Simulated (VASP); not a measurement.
# ReS (Imm2) in VASP: notebook

ReS is run at these levels: PBE; tasks: single point.

Program: VASP 6.6.1. These are calculated values, not measurements. Logs are shortened: lines on timing, memory, paths and dates and some standing lists are left out, and cuts for length are marked.

### Step 1. The cell of the first run

The structure is orthorhombic, space group Imm2 (No. 44). The conventional cell has a = 3.703 Å, b = 3.703 Å, c = 5.237 Å, α = 90.00°, β = 90.00°, γ = 90.00°. Re (site symmetry mm2) has 4 S at 2.20 to 2.34 Å within 2.9 Å. Within 2.9 Å of S (site symmetry mm2) lie 4 Re at 2.20 to 2.34 Å.

### Step 2. Single point, PBE, collinear spin, ferromagnetic start (atom 2 (S) moved 0.12 Å along y)

INCAR reads:

```
ALGO = Normal
EDIFF = 1E-7
ENCUT = 520
GGA = PE
ISIF = 2
ISMEAR = 0
ISPIN = 2
LASPH = T
LCHARG = T
LELF = T
LMAXMIX = 4
LORBIT = 11
LREAL = F
LVHAR = T
LWAVE = F
MAGMOM = 0.05 0
NBANDS = 18
NELM = 150
PREC = Accurate
SIGMA = 0.05
```

KPOINTS reads:

```
k-points
0
Gamma
  12 12 12
```

POSCAR reads:

```
ReS
1.0
    0.0000000000      2.6183291373      2.6183291373
    2.6183291373      0.0000000000      2.6183291373
    2.6183291373      2.6183291373      0.0000000000
Re S
1 1
Direct
    0.0000000000      0.0000000000      0.0000000000
    0.2729153773      0.2270846227      0.2729153773
```

Potentials or basis: VASP PAW PBE potentials, release 64 (Re, S).

Run with:

```console
$ cat potpaw_PBE.64/Re/POTCAR potpaw_PBE.64/S/POTCAR > POTCAR
$ mpirun -np 1 vasp_std > vasp.out
```

OUTCAR:

```text
EDIFF = 1E-7
   ENCUT = 520
   GGA = PE
   ISIF = 2
   ISMEAR = 0
   ISPIN = 2
   LASPH = T
   LORBIT = 11
   LREAL = F
   NELM = 150
   PREC = Accurate

 ion  position               nearest neighbor table
   1  0.000  0.000  0.000-   2 2.20   2 2.20   2 2.34   2 2.34
   2  0.273  0.227  0.273-   1 2.20   1 2.20   1 2.34   1 2.34

  LATTYP: Found a face centered cubic cell.
 ALAT       =     5.2366582746

  Lattice vectors:

 A1 = (   0.0000000000,   2.6183291373,   2.6183291373)
 A2 = (   2.6183291373,   0.0000000000,   2.6183291373)
 A3 = (   2.6183291373,   2.6183291373,   0.0000000000)

Analysis of symmetry for initial positions (statically):
=====================================================================
 Subroutine PRICEL returns:
 Original cell was already a primitive cell.

 Routine SETGRP: Setting up the symmetry group for a
 face centered cubic supercell.

 Subroutine GETGRP returns: Found  4 space group operations
 (whereof  4 operations were pure point group operations)
 out of a pool of 48 trial point group operations.

The static configuration has the point symmetry C_2v.

Analysis of symmetry for dynamics (positions and initial velocities):
=====================================================================
 Subroutine PRICEL returns:
 Original cell was already a primitive cell.

 Routine SETGRP: Setting up the symmetry group for a
 face centered cubic supercell.

 Subroutine GETGRP returns: Found  4 space group operations
 (whereof  4 operations were pure point group operations)
 out of a pool of 48 trial point group operations.

The dynamic configuration has the point symmetry C_2v.

Analysis of structural, dynamic, and magnetic symmetry:
=====================================================================
 Subroutine PRICEL returns:
 Original cell was already a primitive cell.

 Routine SETGRP: Setting up the symmetry group for a
 face centered cubic supercell.

 Subroutine GETGRP returns: Found  4 space group operations
 (whereof  4 operations were pure point group operations)
 out of a pool of 48 trial point group operations.

The overall configuration has the point symmetry C_2v.

 Subroutine INISYM returns: Found  4 space group operations
 (whereof  4 operations are pure point group operations),
 and found     1 'primitive' translations

----------------------------------------------------------------------------------------

                                     Primitive cell

  volume of cell :      35.9007

  direct lattice vectors                    reciprocal lattice vectors
     0.000000000  2.618329137  2.618329137    -0.190961477  0.190961477  0.190961477
     2.618329137  0.000000000  2.618329137     0.190961477 -0.190961477  0.190961477
     2.618329137  2.618329137  0.000000000     0.190961477  0.190961477 -0.190961477

  length of vectors
     3.702876577  3.702876577  3.702876577     0.330754981  0.330754981  0.330754981

  position of ions in fractional coordinates (direct lattice)
     0.000000000  0.000000000  0.000000000
     0.272915377  0.227084623  0.272915377

  ion indices of the primitive-cell ions
   primitive index   ion index
                 1           1
                 2           2

----------------------------------------------------------------------------------------

 KPOINTS: k-points

Automatic generation of k-mesh.
 Grid dimensions read from file:
 generate k-points for:   12   12   12

 Generating k-lattice:

  Cartesian coordinates                     Fractional coordinates (reciprocal lattice)
    -0.015913456  0.015913456  0.015913456     0.083333333  0.000000000  0.000000000
     0.015913456 -0.015913456  0.015913456     0.000000000  0.083333333  0.000000000
     0.015913456  0.015913456 -0.015913456     0.000000000  0.000000000  0.083333333

  Length of vectors
     0.027562915  0.027562915  0.027562915

  Shift w.r.t. Gamma in fractional coordinates (k-lattice)
     0.000000000  0.000000000  0.000000000

 Subroutine IBZKPT returns following result:
 ===========================================

 Found    280 irreducible k-points:

 Following reciprocal coordinates:
            Coordinates               Weight
  0.000000  0.000000  0.000000      1.000000
  0.083333  0.000000  0.000000      4.000000
  0.000000  0.083333  0.000000      4.000000
  0.166667  0.000000  0.000000      4.000000
  0.000000  0.166667  0.000000      4.000000
  0.250000  0.000000  0.000000      4.000000
[... 16 lines left out ...]
  0.250000  0.166667  0.250000      4.000000
  0.333333  0.083333  0.000000      8.000000
 [... further k-points ...]
   k-points           NKPTS =    280   k-points in BZ     NKDIM =    280   number of bands    NBANDS=     18
   number of dos      NEDOS =    301   number of ions     NIONS =      2
   total plane-waves  NPLWV =  21952
   dimension x,y,z NGX =    28 NGY =   28 NGZ =   28
   dimension x,y,z NGXF=    56 NGYF=   56 NGZF=   56
   ions per type =               1   1
   NGX,Y,Z   is equivalent  to a cutoff of  12.57, 12.57, 12.57 a.u.
   NGXF,Y,Z  is equivalent  to a cutoff of  25.14, 25.14, 25.14 a.u.
 SYSTEM =  unknown system
   PREC   = accura    normal or accurate (medium, high low for compatibility)
   ISTART =      0    job   : 0-new  1-cont  2-samecut
   ICHARG =      2    charge: 1-file 2-atom 10-const
   ISPIN  =      2    spin polarized calculation?
   LNONCOLLINEAR =      F non collinear calculations
   LSORBIT =      F    spin-orbit coupling
   LASPH  =      T    aspherical Exc in radial PAW
   ENCUT  =  520.0 eV  38.22 Ry    6.18 a.u.   6.88  6.88  6.88*2*pi/ulx,y,z
   NELM   =    150;   NELMIN=  2; NELMDL= -5     # of ELM steps
   EDIFF  = 0.1E-06   stopping-criterion for ELM
   LREAL  =      F    real-space projection
   EDIFFG = 0.1E-05   stopping-criterion for IOM
   NSW    =      0    number of steps for IOM
   IBRION =     -1    ionic relax: 0-MD 1-quasi-New 2-CG
   NFREE  =      0    steps in history (QN), initial steepest desc. (CG)
   ISIF   =      2    stress and relaxation
   ISYM   =      2    0-nonsym 1-usesym 2-fastsym
   POTIM  = 0.5000    time-step for ionic-motion
   TEBEG  =    0.0;   TEEND  =   0.0 temperature during run
   PSTRESS=    0.0 pullay stress
   NELECT =      13.0000    total number of electrons
   NUPDOWN=      -1.0000    fix difference up-down
   EMIN   =  10.00;   EMAX   =-10.00  energy-range for DOS
   EFERMI =   0.00;   METHOD = LEGACY
   ISMEAR =     0;   SIGMA  =   0.05  broadening in eV -4-tet -1-fermi 0-gaus
   EFERMI_NEDOS =   21; number of points for ismear=-14 and -15
   IALGO  =     38    algorithm
   IMIX   =      4    mixing-type and parameters
     AMIX     =   0.40;   BMIX     =  1.00
     AMIX_MAG =   1.60;   BMIX_MAG =  1.00
  volume/ion in A,a.u.               =      17.95       121.13
  Fermi-wavevector in a.u.,A,eV,Ry     =   1.166868  2.205061 18.525432  1.361581
  Thomas-Fermi vector in A             =   2.303376
   LORBIT       =     11    0 simple, 1 ext, 2 COOP (PROOUT), +10 PAW based schemes
   GGA     = PE    functional components
   LHFCALC =     F    Hartree Fock is set to
   AEXX    =    0.0000 exact exchange contribution
   IVDW    =     0    specifies the selected vdW correction
   LEPSILON=     F    determine dielectric tensor
   LRPA    =     F    only Hartree local field effects (RPA)
 spin polarized calculation
 Gauss-broadening in eV      SIGMA  =   0.05
  energy-cutoff  :      520.00
  volume of cell :       35.90
 maximum number of plane-waves:       982
   NGX = 13   NGY = 13   NGZ = 13

 number of electron      13.0000000 magnetization       0.0024125

 Free energy of the ion-electron system (eV)
  ---------------------------------------------------
  ext. energy  EPLUGINS =         0.00000000
  ---------------------------------------------------
  free energy    TOTEN  =       -15.70442122 eV

  energy without entropy =      -15.70109347  energy(sigma->0) =      -15.70275734

 E-fermi :   6.3623     XC(G=0): -11.1768

 val. band max:        6.3617079282   @ k =   0.4167   0.1667  -0.4167
 cond. band min:       6.3636531217   @ k =   0.0833  -0.4167  -0.0833
 fundamental gap:      0.0019451935
 Fermi energy:         6.3622619150

 spin component 1

 k-point     1 :       0.0000    0.0000    0.0000
  band No.  band energies     occupation
      1      -9.4648      1.00000
      2      -0.0961      1.00000
      3       0.0803      1.00000
      4       0.3710      1.00000
      5       5.1815      1.00000
      6       5.2529      1.00000
[... 10 lines left out ...]
     17      21.7077      0.00000
     18      22.2247      0.00000
[... 463 lines left out ...]
 k-point    24 :       0.3333    0.0833    0.0000
  band No.  band energies     occupation
      1      -8.6978      1.00000
      2      -0.6594      1.00000
      3       0.6475      1.00000
      4       0.7069      1.00000
      5       4.8120      1.00000
      6       5.4032      1.00000
[... 10 lines left out ...]
     17      24.6562      0.00000
     18      25.0445      0.00000

 [... further k-points ...]

 spin component 2

 k-point     1 :       0.0000    0.0000    0.0000
  band No.  band energies     occupation
      1      -9.4646      1.00000
      2      -0.0957      1.00000
      3       0.0808      1.00000
      4       0.3715      1.00000
      5       5.1832      1.00000
      6       5.2549      1.00000
[... 10 lines left out ...]
     17      21.7083      0.00000
     18      22.2240      0.00000
[... 463 lines left out ...]
 k-point    24 :       0.3333    0.0833    0.0000
  band No.  band energies     occupation
      1      -8.6977      1.00000
      2      -0.6590      1.00000
      3       0.6480      1.00000
      4       0.7075      1.00000
      5       4.8135      1.00000
      6       5.4049      1.00000
[... 10 lines left out ...]
     17      24.6569      0.00000
     18      25.0452      0.00000

 [... further k-points ...]
[... 5 lines left out ...]
  --------------------------------------------------------------------------------------
  -------------------------------------------------------------------------------------
  Total        0.6253512      0.6111235      0.6253512      0.0000000      0.0000000     -2.4262080
  in kB       27.9082020     27.2732486     27.9082020      0.0000000      0.0000000   -108.2769203
  external PRESSURE =      27.6965509 kB  Pullay stress =       0.0000000 kB

 VOLUME and BASIS-vectors are now :
 -----------------------------------------------------------------------------
  energy-cutoff  :      520.00
  volume of cell :       35.90
      direct lattice vectors                 reciprocal lattice vectors
     0.000000000  2.618329137  2.618329137    -0.190961477  0.190961477  0.190961477
     2.618329137  0.000000000  2.618329137     0.190961477 -0.190961477  0.190961477
     2.618329137  2.618329137  0.000000000     0.190961477  0.190961477 -0.190961477

 POSITION                                       TOTAL-FORCE (eV/Angst)
 -----------------------------------------------------------------------------------
      0.00000      0.00000      0.00000         0.000000      1.981489      0.000000
      1.30916      1.42916      1.30916         0.000000     -1.981489      0.000000
 -----------------------------------------------------------------------------------
    total drift:                               -0.000000     -0.000023     -0.000000

  FREE ENERGIE OF THE ION-ELECTRON SYSTEM (eV)
  ---------------------------------------------------
  free  energy   TOTEN  =       -15.7044212181 eV

  energy  without entropy=      -15.7010934662  energy(sigma->0) =      -15.70275734

 total charge

# of ion       s       p       d       tot
------------------------------------------
    1        0.541   0.475   5.166   6.181
    2        1.301   2.387   0.000   3.688
--------------------------------------------------
tot          1.841   2.862   5.166   9.869

 magnetization (x)

# of ion       s       p       d       tot
------------------------------------------
    1        0.000   0.000   0.002   0.002
    2       -0.000  -0.000   0.000  -0.000
--------------------------------------------------
tot          0.000   0.000   0.002   0.002
```

It took 5.2 min on 1 thread of AMD EPYC 9R45 (Zen 5), shared host; peak memory 0.35 GiB.

What came out:

- Free energy: -15.7044 eV
- Pressure: 2.8 GPa
- Largest force: 1.981 eV/Å
- Net moment: 0.00 μB per cell
- Valence electrons inside the program's atomic spheres: Re 6.18; S 3.69

Forces on the atoms (eV/Å):
```
Re   0.000  1.981  0.000
S    0.000 -1.981  0.000
```

Stress tensor (GPa, compression positive):
```
  2.79   0.00 -10.83
  0.00   2.73   0.00
-10.83   0.00   2.79
```

Levels at points of the mesh, in eV from the Fermi level:
Spin up:
| k point | band 4 | band 5 | band 6 | band 7 | band 8 | band 9 |
| --- | --- | --- | --- | --- | --- | --- |
| (0.00, 0.00, 0.00) | -5.99 | -1.18 | -1.11 | 1.17 | 4.06 | 4.93 |
| (0.50, 0.00, 0.00) | -5.49 | -1.11 | -0.71 | -0.52 | 1.75 | 2.15 |
| (0.00, 0.50, 0.00) | -5.92 | -0.78 | -0.48 | -0.13 | 2.60 | 2.78 |
| (0.50, 0.50, 0.00) | -4.75 | -2.33 | -0.72 | 0.06 | 0.55 | 0.70 |
| (0.50, 0.00, 0.50) | -4.49 | -2.37 | -0.70 | 0.12 | 0.38 | 0.91 |
Spin down:
```tsv
k point	band 2	band 3	band 4	band 5	band 6	band 7	band 8	band 9	band 10	band 11
(0.00, 0.00, 0.00)	-6.46	-6.28	-5.99	-1.18	-1.11	1.18	4.06	4.93	5.49	7.79
(0.50, 0.00, 0.00)	-7.01	-5.61	-5.49	-1.10	-0.70	-0.51	1.75	2.15	4.01	9.47
(0.00, 0.50, 0.00)	-6.88	-5.97	-5.92	-0.78	-0.48	-0.12	2.60	2.78	3.82	8.83
(0.50, 0.50, 0.00)	-7.65	-4.87	-4.75	-2.33	-0.72	0.06	0.55	0.70	7.64	8.28
(0.50, 0.00, 0.50)	-7.63	-5.06	-4.49	-2.37	-0.70	0.13	0.38	0.91	7.67	8.32
```

Caveat: the cell differs from its parent crystal (atom 2 (S) moved 0.12 Å along y); spin-orbit coupling is left out, which moves the levels of the heavy elements; forces of over 1 eV/Å act on the atoms, so gaps and moduli don't describe the material at rest.

[end of part 1 of 2]
